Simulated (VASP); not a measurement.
Set up this calculation in VASP 6.6.1, as the native input.

| Item | Value |
| --- | --- |
| Task | single point |
| Functional | PBE |
| Potentials or basis | VASP PAW PBE potentials, release 64 (Al, H) |
| Cutoff | 520 eV |
| k mesh | 5 × 4 × 1 |
| Occupations | gaussian, width 0.1 eV |
| Spin | no spin polarisation |
| Dipole correction | yes |
| Further INCAR settings | LREAL = Auto; ALGO = Normal; EDIFF = 1e-06; NBANDS = 40 |

The structure of Al8H lies in POSCAR:

```
Al8H
1.0
    5.7135165837      0.0000000000      0.0000000000
    0.0000000000      8.0801326415      0.0000000000
    0.0000000000      0.0000000000     22.2432786975
Al H
16 2
Direct
    0.2500000000      0.2500000000      0.1798296040
    0.2500000000      0.7500000000      0.1798296040
    0.7500000000      0.2500000000      0.1798296040
    0.7500000000      0.7500000000      0.1798296040
    0.0000000000      0.0000000000      0.2440458181
    0.0000000000      0.5000000000      0.2440458181
    0.5000000000      0.0000000000      0.2440458181
    0.5000000000      0.5000000000      0.2440458181
    0.2500000000      0.2500000000      0.3102598702
    0.2500000000      0.7500000000      0.3102598702
    0.7500000000      0.2500000000      0.3102598702
    0.7500000000      0.7500000000      0.3102598702
    0.0000000000      0.0000000000      0.3705963860
    0.0000000000      0.5000000000      0.3705963860
    0.5000000000      0.0000000000      0.3705963860
    0.5000000000      0.5000000000      0.3705963860
    0.2500000000      0.2035898708      0.5324430296
    0.2500000000      0.2964101292      0.5324430296
```

The input as run:

INCAR

```
SYSTEM = Al8H
PREC     = Accurate       ! precision mode
ENCUT    = 520            ! plane-wave cutoff, eV
EDIFF    = 1E-6           ! SCF threshold, eV
ISMEAR   = 0              ! smearing method
SIGMA    = 0.1            ! smearing width, eV
LREAL    = Auto         
LASPH    = .TRUE.         ! aspherical terms in the spheres
NELM     = 100            ! most SCF steps
ALGO     = Normal         ! electronic algorithm
ISIF     = 2              ! what is computed and relaxed
LWAVE    = .FALSE.        ! write WAVECAR
LCHARG   = .TRUE.         ! write CHGCAR
LDIPOL   = .TRUE.       
IDIPOL   = 3            
DIPOL    = 0.5 0.5 0.305
GGA      = PE             ! functional
LELF     = .TRUE.         ! ELF
LVHAR    = .TRUE.       
LVACPOTAV= .TRUE.       
NBANDS   = 40             ! bands
```

KPOINTS

```
regular mesh
0
G
  5 4 1
  0 0 0
```

Potentials or basis: VASP PAW PBE potentials, release 64 (Al, H).

Command:

```console
$ cat potpaw_PBE.64/Al/POTCAR potpaw_PBE.64/H/POTCAR > POTCAR
$ mpirun -np 1 vasp_std > vasp.out
```

Results of the run:

```yaml
Largest_force: 0.216 eV/Å
Band_gap_on_the_k_mesh: zero (bands 25 and 26 overlap by 0.49 eV)
```

Wall time 22 min on 1 thread of Intel(R) Xeon(R) Platinum 8375C CPU @ 2.90GHz (Ice Lake), with other jobs on the host, peak memory 0.88 GiB.
